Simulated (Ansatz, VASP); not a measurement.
# AlN in VASP and in Ansatz

Contents of INCAR:

```
ALGO     = Normal         # electronic algorithm
EDIFF    = 1E-7           # SCF threshold, eV
ENCUT    = 520            # plane-wave cutoff, eV
GGA      = PS             # functional
ISIF     = 2              # what is computed and relaxed
ISMEAR   = 0              # smearing method
LASPH    = T              # aspherical terms in the spheres
LCHARG   = T              # write CHGCAR
LELF     = T              # ELF
LREAL    = F              # projectors in reciprocal space
LVHAR    = T            
LWAVE    = F              # write WAVECAR
NBANDS   = 11             # bands
NELM     = 100            # most SCF steps
PREC     = Accurate       # precision mode
SIGMA    = 0.05           # smearing width, eV
```

Contents of KPOINTS:

```
k-points
0
Gamma
  10 10 10
```

The input POSCAR:

```
AlN
1.0
    0.0000000000      2.0345180000      2.0345180000
    2.0345180000      0.0000000000      2.0345180000
    2.0345180000      2.0345180000      0.0000000000
Al N
1 1
Direct
    0.4846400966      0.4846400966      0.5153599034
    0.0000000000      0.0000000000      0.0000000000
```

Input for Ansatz:

```yaml
crystal:
  lattice:
    - [0.0, 2.034518, 2.034518]
    - [2.034518, 0.0, 2.034518]
    - [2.034518, 2.034518, 0.0]
  atoms:
    - { symbol: Al, position: [0.4846400966, 0.4846400966, 0.5153599034] }
    - { symbol: "N", position: [0.0, 0.0, 0.0] }
basis:
  ecutwfc: 420
kpoints:
  mp_grid: { grid: [10, 10, 10] }
hamiltonian:
  xc: pbesol
scf:
  occupations: { method: gaussian, width: 0.05 }
output:
  forces: true
  stress: true
  eigenvalues: true
```

Change from the starting cell: all Al atoms moved +0.062 Å, as atom 1 towards its neighbour atom 2 (N) at 2.035 Å.

Alike in both runs: task single point; functional PBEsol; k mesh 10 × 10 × 10; occupations gaussian, width 0.05 eV; no spin polarisation.

|  | VASP | Ansatz |
| --- | --- | --- |
| version | VASP 6.6.1 | Ansatz 0.2.0 |
| potentials or method | VASP PAW PBE potentials, release 64 (Al, N), cutoff 520 eV | scalar-relativistic, plane waves, PAW |
| valence electrons in the cell | 8 | 8 |

|  | VASP | Ansatz | Ansatz less VASP |
| --- | --- | --- | --- |
| gap on the k mesh at the Fermi level (eV) | 4.36 | 4.37 | +0.005 |
| least direct gap on the mesh (eV) | 5.39 | 5.37 | -0.019 |
| pressure (GPa) | -4.0 | -3.9 | +0.09 |
| traceless stress, the component that is largest in VASP (GPa) | 1.49 | 1.47 | -0.021 |
| rms of the force components (eV/Å) | 0.249 | 0.246 | -0.0025 |

VASP's potentials were made for PBE, not for PBEsol. Atom by atom the forces differ by 0.002 eV/Å (rms over components). With one functional, cell and mesh, what is left measures potentials, basis and numerics.
